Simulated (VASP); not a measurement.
# BaTiO3 (Amm2) in VASP: settings compared

BaTiO3 is run at these levels: PBEsol+U, PBEsol, r2SCAN, PBE; tasks: single point, relaxation of cell and atoms.

Program: VASP 6.6.1. These are calculated values, not measurements. Logs are shortened: lines on timing, memory, paths and dates and some standing lists are left out, and cuts for length are marked.

## 1. The cell of the first run

Symmetry: Amm2, No. 38, orthorhombic system. The conventional cell has a = 3.986 Å, b = 5.674 Å, c = 5.690 Å, α = 90.00°, β = 90.00°, γ = 90.00°. Ba (site symmetry mm2) has 12 O at 2.77 to 2.92 Å and 8 Ti at 3.42 to 3.53 Å within 3.7 Å. Within 2.6 Å of Ti (site symmetry mm2) lie 6 O at 1.93 to 2.09 Å. Within 2.6 Å of O (site symmetry m) lie 2 Ti at 1.93 to 2.09 Å. Within 2.6 Å of O (site symmetry mm2) lie 2 Ti at 2.00 Å.

## 2. Single point, PBEsol+U

INCAR reads:

```
SYSTEM = BaTiO3
PREC = Accurate
ENCUT = 910
EDIFF = 1E-6
ISMEAR = -1
SIGMA = 0.05
LREAL = .FALSE.
LASPH = .TRUE.
NELM = 200
ALGO = Normal
ISIF = 2
LWAVE = .FALSE.
LCHARG = .FALSE.
LMAXMIX = 4
LDAU = .TRUE.
LDAUTYPE = 2
LDAUL = -1 2 -1
LDAUU = 0 4 0
LDAUJ = 0 0 0
LDAUPRINT = 1
GGA = PS
NBANDS = 28
GGA_COMPAT = .FALSE.
```

KPOINTS reads:

```
Automatic mesh
0
G
  7 7 7
  0 0 0
```

POSCAR reads:

```
BaTiO3
1.0
    3.9855000000      0.0000000000      0.0000000000
    0.0000000000      2.8369000000      2.8451500000
    0.0000000000     -2.8369000000      2.8451500000
Ba Ti O
1 1 3
Direct
    0.0000000000      0.0000000000      0.0000000000
    0.5000000000      0.5124000000      0.5124000000
    0.5000000000      0.9918400000      0.5052400000
    0.5000000000      0.5052400000      0.9918400000
    0.0000000000      0.4874000000      0.4874000000
```

Potentials or basis: VASP PAW PBE potentials, release 64 (Ba_sv, Ti_sv, O_h).

The run is started by

```sh
> cat potpaw_PBE.64/Ba_sv/POTCAR potpaw_PBE.64/Ti_sv/POTCAR potpaw_PBE.64/O_h/POTCAR > POTCAR
> mpirun -np 1 vasp_std > vasp.out
```

OUTCAR:

```text
SYSTEM = BaTiO3
   PREC = Accurate
   ENCUT = 910
   EDIFF = 1E-6
   ISMEAR = -1
   LREAL = .FALSE.
   LASPH = .TRUE.
   NELM = 200
   ISIF = 2
   GGA = PS

 ion  position               nearest neighbor table
   1  0.000  0.000  0.000-   5 2.77   4 2.81   3 2.81   3 2.81   4 2.81   5 2.84   5 2.84   4 2.84
                             3 2.84   3 2.84   4 2.84   5 2.92   2 3.42   2 3.42   2 3.47   2 3.47
   2  0.500  0.512  0.512-   3 1.93   4 1.93   5 2.00   5 2.00   3 2.09   4 2.09   1 3.42   1 3.42
                             1 3.47   1 3.47   1 3.47   1 3.47   1 3.53   1 3.53
   3  0.500  0.992  0.505-   2 1.93   2 2.09   1 2.81   1 2.81   1 2.84   1 2.84
   4  0.500  0.505  0.992-   2 1.93   2 2.09   1 2.81   1 2.81   1 2.84   1 2.84
   5  0.000  0.487  0.487-   2 2.00   2 2.00   1 2.77   1 2.84   1 2.84   1 2.92

  LATTYP: Found a base centered orthorhombic cell.
 ALAT       =     5.6738000000
 B/A-ratio  =     1.0029081039
 C/A-ratio  =     0.7024392823

  Lattice vectors:

 A1 = (   0.0000000000,   2.8369000000,  -2.8451500000)
 A2 = (   0.0000000000,   2.8369000000,   2.8451500000)
 A3 = (   3.9855000000,   0.0000000000,   0.0000000000)

Analysis of symmetry for initial positions (statically):
=====================================================================
 Subroutine PRICEL returns:
 Original cell was already a primitive cell.

 Routine SETGRP: Setting up the symmetry group for a
 base centered orthorhombic supercell.

 Subroutine GETGRP returns: Found  4 space group operations
 (whereof  4 operations were pure point group operations)
 out of a pool of  8 trial point group operations.

The static configuration has the point symmetry C_2v.

Analysis of symmetry for dynamics (positions and initial velocities):
=====================================================================
 Subroutine PRICEL returns:
 Original cell was already a primitive cell.

 Routine SETGRP: Setting up the symmetry group for a
 base centered orthorhombic supercell.

 Subroutine GETGRP returns: Found  4 space group operations
 (whereof  4 operations were pure point group operations)
 out of a pool of  8 trial point group operations.

The dynamic configuration has the point symmetry C_2v.

 Subroutine INISYM returns: Found  4 space group operations
 (whereof  4 operations are pure point group operations),
 and found     1 'primitive' translations

----------------------------------------------------------------------------------------

                                     Primitive cell

  volume of cell :      64.3372

  direct lattice vectors                    reciprocal lattice vectors
     3.985500000  0.000000000  0.000000000     0.250909547  0.000000000  0.000000000
     0.000000000  2.836900000  2.845150000     0.000000000  0.176248722  0.175737659
     0.000000000 -2.836900000  2.845150000     0.000000000 -0.176248722  0.175737659

  length of vectors
     3.985500000  4.017820321  4.017820321     0.250909547  0.248892219  0.248892219

  position of ions in fractional coordinates (direct lattice)
     0.000000000  0.000000000  0.000000000
     0.500000000  0.512400000  0.512400000
     0.500000000  0.991840000  0.505240000
     0.500000000  0.505240000  0.991840000
     0.000000000  0.487400000  0.487400000

  ion indices of the primitive-cell ions
   primitive index   ion index
                 1           1
                 2           2
                 3           3
                 4           4
                 5           5

----------------------------------------------------------------------------------------

 KPOINTS: Automatic mesh

Automatic generation of k-mesh.
 Grid dimensions read from file:
 generate k-points for:    7    7    7

 Generating k-lattice:

  Cartesian coordinates                     Fractional coordinates (reciprocal lattice)
     0.035844221  0.000000000  0.000000000     0.142857143  0.000000000  0.000000000
     0.000000000  0.025178389  0.025105380     0.000000000  0.142857143  0.000000000
     0.000000000 -0.025178389  0.025105380     0.000000000  0.000000000  0.142857143

  Length of vectors
     0.035844221  0.035556031  0.035556031

  Shift w.r.t. Gamma in fractional coordinates (k-lattice)
     0.000000000  0.000000000  0.000000000

 Subroutine IBZKPT returns following result:
 ===========================================

 Found     64 irreducible k-points:

 Following reciprocal coordinates:
            Coordinates               Weight
  0.000000  0.000000  0.000000      1.000000
  0.142857  0.000000  0.000000      2.000000
  0.285714  0.000000  0.000000      2.000000
  0.428571  0.000000  0.000000      2.000000
  0.000000  0.142857 -0.000000      4.000000
  0.142857  0.142857 -0.000000      8.000000
[... 16 lines left out ...]
  0.285714  0.285714  0.142857      8.000000
  0.428571  0.285714  0.142857      8.000000
 [... further k-points ...]
   k-points           NKPTS =     64   k-points in BZ     NKDIM =     64   number of bands    NBANDS=     28
   number of dos      NEDOS =    301   number of ions     NIONS =      5
   total plane-waves  NPLWV =  64000
   dimension x,y,z NGX =    40 NGY =   40 NGZ =   40
   dimension x,y,z NGXF=    80 NGYF=   80 NGZF=   80
   ions per type =               1   1   3
   NGX,Y,Z   is equivalent  to a cutoff of  16.69, 16.55, 16.55 a.u.
   NGXF,Y,Z  is equivalent  to a cutoff of  33.37, 33.10, 33.10 a.u.
 SYSTEM =  BaTiO3
   PREC   = accura    normal or accurate (medium, high low for compatibility)
   ISTART =      0    job   : 0-new  1-cont  2-samecut
   ICHARG =      2    charge: 1-file 2-atom 10-const
   ISPIN  =      1    spin polarized calculation?
   LNONCOLLINEAR =      F non collinear calculations
   LSORBIT =      F    spin-orbit coupling
   LASPH  =      T    aspherical Exc in radial PAW
   ENCUT  =  910.0 eV  66.88 Ry    8.18 a.u.   9.80  9.88  9.88*2*pi/ulx,y,z
   NELM   =    200;   NELMIN=  2; NELMDL= -5     # of ELM steps
   EDIFF  = 0.1E-05   stopping-criterion for ELM
   LREAL  =      F    real-space projection
   EDIFFG = 0.1E-04   stopping-criterion for IOM
   NSW    =      0    number of steps for IOM
   IBRION =     -1    ionic relax: 0-MD 1-quasi-New 2-CG
   NFREE  =      0    steps in history (QN), initial steepest desc. (CG)
   ISIF   =      2    stress and relaxation
   ISYM   =      2    0-nonsym 1-usesym 2-fastsym
   POTIM  = 0.5000    time-step for ionic-motion
   TEBEG  =    0.0;   TEEND  =   0.0 temperature during run
   PSTRESS=    0.0 pullay stress
   NELECT =      40.0000    total number of electrons
   NUPDOWN=      -1.0000    fix difference up-down
   EMIN   =  10.00;   EMAX   =-10.00  energy-range for DOS
   EFERMI =   0.00;   METHOD = LEGACY
   ISMEAR =    -1;   SIGMA  =   0.05  broadening in eV -4-tet -1-fermi 0-gaus
   EFERMI_NEDOS =   21; number of points for ismear=-14 and -15
   IALGO  =     38    algorithm
   IMIX   =      4    mixing-type and parameters
     AMIX     =   0.40;   BMIX     =  1.00
     AMIX_MAG =   1.60;   BMIX_MAG =  1.00
  volume/ion in A,a.u.               =      12.87        86.83
  Fermi-wavevector in a.u.,A,eV,Ry     =   1.397250  2.640420 26.562762  1.952308
  Thomas-Fermi vector in A             =   2.520525
   LORBIT       =      0    0 simple, 1 ext, 2 COOP (PROOUT), +10 PAW based schemes
 LDA+U is selected, type is set to LDAUTYPE =  2
   angular momentum for each species LDAUL =    -1    2   -1
   U (eV)           for each species LDAUU =   0.0  4.0  0.0
   J (eV)           for each species LDAUJ =   0.0  0.0  0.0
   GGA     = PS    functional components
   LHFCALC =     F    Hartree Fock is set to
   AEXX    =    0.0000 exact exchange contribution
   IVDW    =     0    specifies the selected vdW correction
   LEPSILON=     F    determine dielectric tensor
   LRPA    =     F    only Hartree local field effects (RPA)
 non-spin polarized calculation
  energy-cutoff  :      910.00
  volume of cell :       64.34
 maximum number of plane-waves:      4026
 NGX is ok and might be reduce to    40
   NGX = 19   NGY = 19   NGZ = 19

atom =   2  type =  2  l = 2

 onsite density matrix

spin component  1

  0.1069  0.0000  0.0000  0.0000  0.0000
  0.0000  0.2411  0.0000  0.0000  0.0000
  0.0000  0.0000  0.1385  0.0000 -0.0558
  0.0000  0.0000  0.0000  0.1084  0.0000
  0.0000  0.0000 -0.0558  0.0000  0.2073

spin component  2

  0.1069  0.0000  0.0000  0.0000  0.0000
  0.0000  0.2411  0.0000  0.0000  0.0000
  0.0000  0.0000  0.1385  0.0000 -0.0558
  0.0000  0.0000  0.0000  0.1084  0.0000
  0.0000  0.0000 -0.0558  0.0000  0.2073

 occupancies and eigenvectors

  o =  0.1069  v =  1.0000  0.0000  0.0000  0.0000  0.0000  0.0000  0.0000  0.0000  0.0000  0.0000      0.0000  0.0000  0.0000  0.0000  0.0000  0.0000  0.0000  0.0000  0.0000  0.0000
  o =  0.1069  v =  0.0000  0.0000  0.0000  0.0000  0.0000  1.0000  0.0000  0.0000  0.0000  0.0000      0.0000  0.0000  0.0000  0.0000  0.0000  0.0000  0.0000  0.0000  0.0000  0.0000
  o =  0.1073  v =  0.0000  0.0000 -0.8731  0.0000 -0.4876  0.0000  0.0000  0.0000  0.0000  0.0000      0.0000  0.0000  0.0000  0.0000  0.0000  0.0000  0.0000  0.0000  0.0000  0.0000
  o =  0.1073  v =  0.0000  0.0000  0.0000  0.0000  0.0000  0.0000  0.0000 -0.8731  0.0000 -0.4876      0.0000  0.0000  0.0000  0.0000  0.0000  0.0000  0.0000  0.0000  0.0000  0.0000
  o =  0.1084  v =  0.0000  0.0000  0.0000  1.0000  0.0000  0.0000  0.0000  0.0000  0.0000  0.0000      0.0000  0.0000  0.0000  0.0000  0.0000  0.0000  0.0000  0.0000  0.0000  0.0000
  o =  0.1084  v =  0.0000  0.0000  0.0000  0.0000  0.0000  0.0000  0.0000  0.0000  1.0000  0.0000      0.0000  0.0000  0.0000  0.0000  0.0000  0.0000  0.0000  0.0000  0.0000  0.0000
  o =  0.2384  v =  0.0000  0.0000  0.0000  0.0000  0.0000  0.0000  0.0000 -0.4876  0.0000  0.8731      0.0000  0.0000  0.0000  0.0000  0.0000  0.0000  0.0000  0.0000  0.0000  0.0000
  o =  0.2384  v =  0.0000  0.0000 -0.4876  0.0000  0.8731  0.0000  0.0000  0.0000  0.0000  0.0000      0.0000  0.0000  0.0000  0.0000  0.0000  0.0000  0.0000  0.0000  0.0000  0.0000
  o =  0.2411  v =  0.0000  0.0000  0.0000  0.0000  0.0000  0.0000  1.0000  0.0000  0.0000  0.0000      0.0000  0.0000  0.0000  0.0000  0.0000  0.0000  0.0000  0.0000  0.0000  0.0000
  o =  0.2411  v =  0.0000  1.0000  0.0000  0.0000  0.0000  0.0000  0.0000  0.0000  0.0000  0.0000      0.0000  0.0000  0.0000  0.0000  0.0000  0.0000  0.0000  0.0000  0.0000  0.0000

 number of electron      40.0000000 magnetization

 Free energy of the ion-electron system (eV)
  ---------------------------------------------------
  ext. energy  EPLUGINS =         0.00000000
  ---------------------------------------------------
  free energy    TOTEN  =       -39.27839612 eV

  energy without entropy =      -39.27839612  energy(sigma->0) =      -39.27839612

 E-fermi :   5.1806     XC(G=0): -11.5060

 val. band max:        4.0832002555   @ k =   0.4286   0.4286   0.4286
 cond. band min:       6.4184059173   @ k =   0.0000   0.0000   0.0000
 fundamental gap:      2.3352056618
 Fermi energy:         5.1806305259

 k-point     1 :       0.0000    0.0000    0.0000
  band No.  band energies     occupation
      1     -53.2315      2.00000
      2     -29.5202      2.00000
      3     -29.5199      2.00000
      4     -29.5046      2.00000
      5     -20.6209      2.00000
      6     -12.7076      2.00000
[... 20 lines left out ...]
     27       9.0870      0.00000
     28      11.2094      0.00000

 k-point     2 :       0.1429    0.0000    0.0000
  band No.  band energies     occupation
      1     -53.2313      2.00000
      2     -29.5198      2.00000
      3     -29.5196      2.00000
      4     -29.5137      2.00000
      5     -20.5977      2.00000
      6     -12.7173      2.00000
[... 20 lines left out ...]
     27       9.4801      0.00000
     28      11.7130      0.00000

 k-point     3 :       0.2857    0.0000    0.0000
  band No.  band energies     occupation
      1     -53.2309      2.00000
      2     -29.5340      2.00000
      3     -29.5190      2.00000
      4     -29.5186      2.00000
      5     -20.5448      2.00000
      6     -12.8008      2.00000
[... 616 lines left out ...]
      3     -29.5321      2.00000
      4     -29.5258      2.00000
      5     -20.4734      2.00000
      6     -12.5596      2.00000
[... 20 lines left out ...]
     27      11.8108      0.00000
     28      12.3710      0.00000

 k-point    24 :       0.4286    0.2857    0.1429
  band No.  band energies     occupation
      1     -53.2299      2.00000
      2     -29.5480      2.00000
      3     -29.5441      2.00000
      4     -29.5252      2.00000
      5     -20.4404      2.00000
      6     -12.5097      2.00000
[... 20 lines left out ...]
     27      12.3731      0.00000
     28      12.5392      0.00000

 [... further k-points ...]

------------------------ aborting loop because EDIFF is reached ----------------------------------------

  FORCE on cell =-STRESS in cart. coord.  units (eV):
  Direction    XX          YY          ZZ          XY          YZ          ZX
  --------------------------------------------------------------------------------------
  -------------------------------------------------------------------------------------
  Total        0.3881025      0.4588426      0.1895511      0.0000000      0.0000000      0.0000000
  in kB        9.6648468     11.4264763      4.7203578      0.0000000      0.0000000      0.0000000
  external PRESSURE =       8.6038936 kB  Pullay stress =       0.0000000 kB

 VOLUME and BASIS-vectors are now :
 -----------------------------------------------------------------------------
  energy-cutoff  :      910.00
  volume of cell :       64.34
      direct lattice vectors                 reciprocal lattice vectors
     3.985500000  0.000000000  0.000000000     0.250909547  0.000000000  0.000000000
     0.000000000  2.836900000  2.845150000     0.000000000  0.176248722  0.175737659
     0.000000000 -2.836900000  2.845150000     0.000000000 -0.176248722  0.175737659

 POSITION                                       TOTAL-FORCE (eV/Angst)
 -----------------------------------------------------------------------------------
      0.00000      0.00000      0.00000         0.000000     -0.000000      0.167403
      1.99275      0.00000      2.91571         0.000000     -0.000000     -0.404097
      1.99275      1.38044      4.25942         0.000000      0.247895      0.000895
      1.99275     -1.38044      4.25942         0.000000     -0.247895      0.000895
      0.00000      0.00000      2.77345         0.000000     -0.000000      0.234903
 -----------------------------------------------------------------------------------
    total drift:                                0.000000     -0.000001     -0.001342

  FREE ENERGIE OF THE ION-ELECTRON SYSTEM (eV)
  ---------------------------------------------------
  free  energy   TOTEN  =       -39.2783961182 eV

  energy  without entropy=      -39.2783961182  energy(sigma->0) =      -39.27839612
```

Wall time 2 min (1 thread of Intel Xeon Platinum 8559C (Emerald Rapids), shared host); peak memory 0.42 GiB.

What came out:

```
Free energy            : -39.2784 eV
Pressure               : 0.9 GPa
Largest force          : 0.404 eV/Å
Band gap on the k mesh : 2.34 eV (least direct gap 2.50 eV)
```

Forces on the atoms (eV/Å):
```
Ba   0.000  0.000  0.167
Ti   0.000  0.000 -0.404
O    0.000  0.248  0.001
O    0.000 -0.248  0.001
O    0.000  0.000  0.235
```

Stress tensor (GPa, compression positive):
```
0.97 0.00 0.00
0.00 1.14 0.00
0.00 0.00 0.47
```

Eigenvalues of the final occupation matrices:
```tsv
site	spin	trace	eigenvalues
site 2 d	1	0.80	0.11 0.11 0.11 0.24 0.24
site 2 d	2	0.80	0.11 0.11 0.11 0.24 0.24
```

Caveat: the cutoff is under 1.25 times the usual one of these potentials, so pressure, stress and relaxed cells hold a basis-set (Pulay) error; the PAW data sets were made with another functional, which shifts forces and pressure a little; spin-orbit coupling is left out, which moves the levels of the heavy elements; an odd mesh through Γ misses points on the zone boundary, where band edges can lie.

## 3. Single point, PBEsol

INCAR reads:

```
PREC = Accurate ; ENCUT = 520
EDIFF = 1E-7 ; ISMEAR = 0
SIGMA = 0.01 ; LREAL = F
LASPH = T ; NELM = 80
ALGO = Normal ; ISIF = 2
LWAVE = F ; LCHARG = F
GGA = PS ; NBANDS = 28
```

KPOINTS reads:

```
Automatic mesh
0
Gamma
  6 6 6
```

POSCAR is that of step 2.

Potentials or basis: VASP PAW PBE potentials, release 64 (Ba_sv, Ti_sv, O).

The run is started by

```sh
> cat potpaw_PBE.64/Ba_sv/POTCAR potpaw_PBE.64/Ti_sv/POTCAR potpaw_PBE.64/O/POTCAR > POTCAR
> mpirun -np 1 vasp_std > vasp.out
```

Run time: 92 s. Hardware: 1 thread of AMD EPYC 7R43 (Zen 3), shared host; peak memory 0.2 GiB.

The run converged. Its results:

```
Free energy            : -41.9769 eV
Pressure               : -2.1 GPa
Largest force          : 0.278 eV/Å
Band gap on the k mesh : 1.80 eV (least direct gap 2.01 eV)
```

Forces on the atoms (eV/Å):
```
Ba   0.000  0.000  0.154
Ti   0.000  0.000  0.182
O    0.000 -0.009 -0.278
O    0.000  0.009 -0.278
O    0.000  0.000  0.220
```

Stress tensor (GPa, compression positive):
```
-2.02  0.00  0.00
 0.00 -1.87  0.00
 0.00  0.00 -2.49
```

Levels at points of the mesh, in eV from the valence-band top:
```csv
k point,band 17,band 18,band 19,band 20,band 21,band 22,band 23,band 24
"(0.00, 0.00, 0.00)",-1.11,-0.36,-0.25,-0.21,1.80,1.87,2.03,4.04
"(0.50, 0.00, 0.00)",-1.84,-1.76,-0.84,-0.79,2.01,3.51,3.59,4.02
"(0.00, 0.50, 0.00)",-1.87,-1.71,-0.83,-0.75,2.06,3.53,3.56,4.07
"(0.50, 0.50, 0.00)",-1.74,-0.90,-0.89,-0.09,3.55,3.57,3.95,4.78
"(0.00, 0.50, 0.50)",-1.68,-0.92,-0.88,-0.14,3.54,3.60,3.94,4.90
"(0.50, 0.50, 0.50)",-2.41,-0.05,-0.01,0.00,4.16,4.21,4.22,6.52
```

Caveat: the PAW data sets were made with another functional, which shifts forces and pressure a little; spin-orbit coupling is left out, which moves the levels of the heavy elements.

## 4. Single point, r2SCAN

POSCAR is that of step 3.

INCAR.step1 reads:

```
SYSTEM = BaTiO3
PREC = Accurate ; ENCUT = 520
ISMEAR = 0 ; SIGMA = 0.01
LREAL = .False. ; LASPH = .True.
NELM = 100 ; NBANDS = 28
GGA = PE ; ALGO = Normal
EDIFF = 1E-4 ; LWAVE = .True.
LCHARG = .False.
```

INCAR.step2 reads:

```
SYSTEM = BaTiO3
PREC = Accurate ; ENCUT = 520
EDIFF = 1E-6 ; ISMEAR = 0
SIGMA = 0.01 ; LREAL = .False.
LASPH = .True. ; NELM = 100
ALGO = Normal ; ISIF = 2
LWAVE = .False. ; LCHARG = .False.
METAGGA = R2SCAN ; LMIXTAU = .True.
NBANDS = 28 ; ISTART = 1
```

KPOINTS reads:

```
regular mesh
0
Gamma
  6 6 6
  0 0 0
```

The run is started by

```sh
> cat potpaw_PBE.64/Ba_sv/POTCAR potpaw_PBE.64/Ti_sv/POTCAR potpaw_PBE.64/O/POTCAR > POTCAR
> cp INCAR.step1 INCAR
> mpirun -np 1 vasp_std > vasp.out
> cp INCAR.step2 INCAR
> mpirun -np 1 vasp_std > vasp.out
```

Run time: 4.2 min. Hardware: 1 thread of AMD EPYC 7R43 (Zen 3), shared host; peak memory 0.2 GiB.

The run converged. Its results:

* Free energy: -74.2343 eV
* Pressure: 1.1 GPa
* Largest force: 0.273 eV/Å
* Band gap on the k mesh: 2.24 eV (least direct gap 2.46 eV)

Forces on the atoms (eV/Å):
```
Ba   0.000  0.000  0.162
Ti   0.000  0.000  0.116
O    0.000  0.014 -0.273
O    0.000 -0.014 -0.273
O    0.000  0.000  0.268
```

Stress tensor (GPa, compression positive):
```
1.19 0.00 0.00
0.00 1.32 0.00
0.00 0.00 0.65
```

Levels at points of the mesh, in eV from the valence-band top:
```tsv
k point	band 17	band 18	band 19	band 20	band 21	band 22	band 23	band 24
(0.00, 0.00, 0.00)	-1.12	-0.35	-0.26	-0.22	2.24	2.30	2.44	4.29
(0.50, 0.00, 0.00)	-1.81	-1.73	-0.86	-0.81	2.43	3.87	3.96	4.27
(0.00, 0.50, 0.00)	-1.84	-1.68	-0.84	-0.78	2.48	3.90	3.93	4.32
(0.50, 0.50, 0.00)	-1.78	-0.91	-0.90	-0.09	3.92	3.93	4.34	5.09
(0.00, 0.50, 0.50)	-1.71	-0.93	-0.89	-0.14	3.90	3.97	4.34	5.21
(0.50, 0.50, 0.50)	-2.41	-0.05	-0.01	0.00	4.54	4.58	4.60	7.26
```

Caveat: the PAW data sets were made with another functional, which shifts forces and pressure a little; spin-orbit coupling is left out, which moves the levels of the heavy elements.

(Part 1 of 2 ends here.)
